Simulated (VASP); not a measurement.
Here is a VASP 6.6.1 calculation.

Contents of INCAR:

```
  PREC = Accurate
  ENCUT = 520
  EDIFF = 1E-6
  ISMEAR = -1
  SIGMA = 0.27211386245988
  LREAL = F
  LASPH = T
  NELM = 150
  ALGO = Normal
  ISIF = 2
  LWAVE = F
  LCHARG = F
  LNONCOLLINEAR = T
  MAGMOM = 0 0 2 1.414 0 1.414
  LORBIT = 11
  LMAXMIX = 4
  GGA = PE
  NBANDS = 28
```

Contents of KPOINTS:

```
regular mesh
0
Gamma
  2 2 2
```

POSCAR

```
Fe
1.0
    2.8660000000      0.0000000000      0.0000000000
    0.0000000000      2.8660000000      0.0000000000
    0.0000000000      0.0000000000      2.8660000000
Fe
2
Direct
   -0.0069783671      0.0000000000      0.0000000000
    0.5200000000      0.5000000000      0.5000000000
```

Potentials or basis: VASP PAW PBE potentials, release 64 (Fe).

Launch:

```console
$ cat potpaw_PBE.64/Fe/POTCAR > POTCAR
$ mpirun -np 1 vasp_ncl > vasp.out
```

Q: Predict the net moment.

A: 4.32 μB per cell.

Q: Estimate the largest force.

A: 0.234 eV/Å.

Q: Predict the band gap on the k mesh.

A: Zero (bands 16 and 17 overlap by 0.56 eV).

Moments on the atoms (μB; x, y, z):
```
Fe  -0.04  0.00  2.27
Fe   1.63  0.00  1.58
```

Caveat: the k points lie up to 1.10 Å⁻¹ apart, too coarse for converged energies and pressures of a metal.
